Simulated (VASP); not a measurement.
The system is KI.

```
K I
1.0
     0.00000    3.54457    3.54457
     3.54457    0.00000    3.54457
     3.54457    3.54457    0.00000
K I
1 1
Cartesian
  0.0000 0.0000 0.0000
  3.5446 3.5446 3.5446
```

Base run:

```yaml
Program: VASP 6.6.1
Functional: PBE
Potentials_or_basis: VASP PAW PBE potentials, release 64 (K_sv, I)
Cutoff: 520 eV
k_mesh: 4 × 4 × 4
Occupations: gaussian, width 0.01 eV
Spin: no spin polarisation
```

Its results: band gap on the k mesh 3.94 eV; pressure 0.5 GPa.

Q: The run is repeated on the same cell with these changes: functional from PBE to HF. What comes out?

A: Band gap on the k mesh 10.92 eV; pressure 1.6 GPa.

Caveats: spin-orbit coupling is left out, which moves the levels of the heavy elements; the PAW data sets were made with another functional, which shifts forces and pressure a little (at least some runs).

